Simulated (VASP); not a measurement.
Write the native input for VASP 6.6.1 that does the following.

| Quantity | Value |
| --- | --- |
| Task | single point |
| Functional | PBE |
| Potentials or basis | VASP PAW PBE potentials, release 64 (Cd, Se) |
| Cutoff | 520 eV |
| k mesh | 12 × 12 × 12 |
| Occupations | gaussian, width 0.1 eV |
| Spin | no spin polarisation |
| Dipole correction | no |
| Further INCAR settings | ALGO = Normal; EDIFF = 1e-06; NBANDS = 16 |

The structure of CdSe lies in POSCAR:

```
CdSe
1.0
    0.0000000000      2.9611894551      2.9611894551
    2.9611894551      0.0000000000      2.9611894551
    2.9611894551      2.9611894551      0.0000000000
Cd Se
1 1
Direct
    0.0000000000      0.0000000000      0.0000000000
    0.5000000000      0.5000000000      0.5000000000
```

One way to write it, as run:

INCAR

```
ALGO     = Normal         # electronic algorithm
EDIFF    = 1E-6           # SCF threshold, eV
ENCUT    = 520            # plane-wave cutoff, eV
GGA      = PE             # functional
ISIF     = 2              # what is computed and relaxed
ISMEAR   = 0              # smearing method
LASPH    = T              # aspherical terms in the spheres
LCHARG   = T              # write CHGCAR
LELF     = T              # ELF
LREAL    = F              # projectors in reciprocal space
LVHAR    = T            
LWAVE    = F              # write WAVECAR
NBANDS   = 16             # bands
NELM     = 60             # most SCF steps
PREC     = Accurate       # precision mode
SIGMA    = 0.1            # smearing width, eV
```

KPOINTS

```
k-points
0
Gamma
  12 12 12
```

Potentials or basis: VASP PAW PBE potentials, release 64 (Cd, Se).

The run is started by

```sh
$ cat potpaw_PBE.64/Cd/POTCAR potpaw_PBE.64/Se/POTCAR > POTCAR
$ mpirun -np 1 vasp_std > vasp.out
```

Results of the run:

```yaml
Pressure: -4.3 GPa
Band_gap_on_the_k_mesh: zero (bands 9 and 10 overlap by 0.42 eV)
```

Caveat: the cell stands under tension; semilocal functionals underestimate gaps, so a narrow gap can read as zero.

It took 60 s on 1 thread of Intel Xeon 8259CL, on a shared host, peak memory 0.21 GiB.
